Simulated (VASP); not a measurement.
A run of VASP 6.6.1 is set up as follows.

INCAR

```
SYSTEM = ZnS
  PREC = Accurate
  ENCUT = 520
  EDIFF = 1E-7
  ISMEAR = 0
  SIGMA = 0.05
  LREAL = .False.
  LASPH = .True.
  NELM = 100
  ALGO = Normal
  ISIF = 2
  LWAVE = .False.
  LCHARG = .False.
  GGA = PE
  NBANDS = 16
```

Contents of KPOINTS:

```
Automatic mesh
0
Gamma
  10 10 10
  0 0 0
```

File POSCAR:

```
ZnS
1.0
    0.0000000000      2.7046500000      2.7046500000
    2.7046500000      0.0000000000      2.7046500000
    2.7046500000      2.7046500000      0.0000000000
Zn S
1 1
Direct
    0.0400248370      0.0400248370      0.0400248370
    0.7500000000      0.7500000000      0.7500000000
```

Potentials or basis: VASP PAW PBE potentials, release 64 (Zn, S).

Run with:

```console
$ cat potpaw_PBE.64/Zn/POTCAR potpaw_PBE.64/S/POTCAR > POTCAR
$ mpirun -np 1 vasp_std > vasp.out
```

Problem. What does it give for the pressure?

Solution. 4.1 GPa.

Problem. What does it give for the largest force?

Solution. 0.846 eV/Å.

Problem. What does it give for the band gap on the k mesh?

Solution. 2.10 eV, direct.

Stress tensor (GPa, compression positive):
```
 4.11 -2.29 -2.29
-2.29  4.11 -2.29
-2.29 -2.29  4.11
```

Caveat: the cell differs from its parent crystal (all Zn atoms moved -0.375 Å, as atom 1 towards its neighbour atom 2 (S) at 2.342 Å). A k mesh can miss the band edges.
